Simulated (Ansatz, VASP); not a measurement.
# As: VASP beside Ansatz

```
As
1.0
     1.96357    1.13367    3.53663
    -1.96357    1.13367    3.53663
     0.00000   -2.26733    3.53663
As
2
Direct
  0.21320 0.21320 0.21320
  0.78680 0.78680 0.78680
```

Alike in both runs: task single point; functional PBE; k mesh 15 × 15 × 15; occupations gaussian, width 0.1 eV; no spin polarisation.

|  | VASP | Ansatz |
| --- | --- | --- |
| version | VASP 6.6.1 | Ansatz 0.2.0 |
| potentials or method | VASP PAW PBE potentials, release 64 (As), cutoff 520 eV | scalar-relativistic, plane waves, PAW |
| valence electrons in the cell | 10 | 30 |

|  | VASP | Ansatz | Ansatz less VASP |
| --- | --- | --- | --- |
| gap on the k mesh at the Fermi level (eV) | none | none | - |
| pressure (GPa) | 3.0 | 2.6 | -0.33 |
| traceless stress, the component that is largest in VASP (GPa) | 0.89 | 1.15 | +0.256 |
| rms of the force components (eV/Å) | 1.108 | 1.083 | -0.0245 |

Atom by atom the forces differ by 0.025 eV/Å (rms over components). A gap of «none» marks a metal or a gap that the smearing closes. With one functional, cell and mesh, what is left measures potentials, basis and numerics. VASP's potentials hold 10 valence electrons a cell and Ansatz's 30, so a difference there can come from the potentials and not from the codes.
